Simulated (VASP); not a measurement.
## Te2Mo: single point with PBE+D3(BJ)

Te2Mo, a slab with vacuum:

```
Te Mo
1.0
     3.50388    0.00000    0.00000
    -1.75194    3.03445    0.00000
     0.00000    0.00000   24.76772
Te Mo
4 2
Direct
  0.33333 0.66667 0.18169
  0.33333 0.66667 0.32841
  0.33333 0.83333 0.46891
  0.33333 0.83333 0.61563
  0.66667 0.33333 0.25505
  0.66667 0.50000 0.54227
```

* Program: VASP 6.6.1
* Task: single point
* Functional: PBE
* Dispersion: D3(BJ)
* Potentials or basis: VASP PAW PBE potentials, release 64 (Te, Mo_sv)
* Cutoff: 520 eV
* k mesh: 9 × 9 × 1
* Occupations: gaussian, width 0.05 eV
* Spin: no spin polarisation
* Dipole correction: yes
* Further INCAR settings: ALGO = Normal; EDIFF = 1e-06; NBANDS = 35

```
Largest force              : 0.330 eV/Å
Band gap on the k mesh     : 1.04 eV, indirect (least direct gap 1.13 eV)
Dispersion energy per atom : -0.465 eV
```

Forces on the atoms (eV/Å):
```
Te   0.000  0.004  0.000
Te   0.066 -0.117 -0.301
Te  -0.069  0.116  0.301
Te   0.003 -0.002  0.000
Mo   0.019 -0.033 -0.058
Mo  -0.019  0.033  0.058
```

Levels at points of the mesh, in eV from the valence-band top:
```csv
k point,band 22,band 23,band 24,band 25,band 26,band 27,band 28,band 29,band 30,band 31
"(0.00, 0.00, 0.00)",-0.88,-0.87,-0.86,-0.77,-0.03,3.04,3.08,3.18,3.20,3.37
```

Run time: 9.6 min on 1 thread of AMD EPYC 7R13, on a shared host, peak memory 0.48 GiB.

Caveat: spin-orbit coupling is left out, which moves the levels of the heavy elements.
